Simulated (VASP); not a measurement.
A run of VASP 6.6.1:

Contents of POSCAR:

```
BaTiO3
1.0
   -2.8276681600     -1.6325549700     -2.3177316100
    2.8276681600     -4.8976649200      0.0000000000
   -2.8276681600     -1.6325549700      4.6354632200
Ba Ti O
2 2 6
Direct
    0.0157454600      0.9951067300      0.9732589900
    0.9842545400      0.5048932700      0.5267410100
    0.5038597100      0.9895382000      0.5036220000
    0.4681402900      0.5104618000      0.0243780000
    0.5305500000      0.2316233900      0.7331572700
    0.4862500000      0.7582766100      0.2399427300
    0.4792171100      0.7573442300      0.7334846100
    0.5375828900      0.2527557700      0.2396153900
    0.9908878400      0.0289311200      0.4795032700
    0.0461121600      0.4710688800      0.0036967300
```

Contents of INCAR.step1:

```
PREC = Accurate ; ENCUT = 660
ISMEAR = -1 ; SIGMA = 0.05
LREAL = False ; LASPH = True
NELM = 200 ; LMAXMIX = 4
LDAU = True ; LDAUTYPE = 2
LDAUL = -1 2 -1 ; LDAUU = 0 1 0
LDAUJ = 0 0 0 ; NBANDS = 51
GGA = PE ; ALGO = Normal
EDIFF = 1E-5 ; LWAVE = True
LCHARG = False ; GGA_COMPAT = False
KPAR = 4
```

The input INCAR.step2:

```
PREC = Accurate ; ENCUT = 660
EDIFF = 1E-6 ; ISMEAR = -1
SIGMA = 0.05 ; LREAL = False
LASPH = True ; NELM = 200
ALGO = Normal ; ISIF = 2
LWAVE = False ; LCHARG = False
LMAXMIX = 4 ; LDAU = True
LDAUTYPE = 2 ; LDAUL = -1 2 -1
LDAUU = 0 1 0 ; LDAUJ = 0 0 0
LDAUPRINT = 1 ; METAGGA = R2SCAN
LMIXTAU = True ; NBANDS = 51
ISTART = 1 ; GGA_COMPAT = False
KPAR = 4
```

Contents of KPOINTS:

```
regular mesh
0
Gamma
  7 5 5
```

Potentials or basis: VASP PAW PBE potentials, release 64 (Ba_sv, Ti_sv, O).

Run with:

```bash
$ cat potpaw_PBE.64/Ba_sv/POTCAR potpaw_PBE.64/Ti_sv/POTCAR potpaw_PBE.64/O/POTCAR > POTCAR
$ cp INCAR.step1 INCAR
$ mpirun -np 4 vasp_std > vasp.out
$ cp INCAR.step2 INCAR
$ mpirun -np 4 vasp_std > vasp.out
```

Hardware: 4 MPI ranks on Intel(R) Xeon(R) 6975P-C (Granite Rapids), on a shared host.

How long does it take, and how much memory?

Wall time 5.1 min on 4 MPI ranks on Intel(R) Xeon(R) 6975P-C (Granite Rapids) (shared host), peak memory 0.78 GiB a rank. Counts: k points 88.
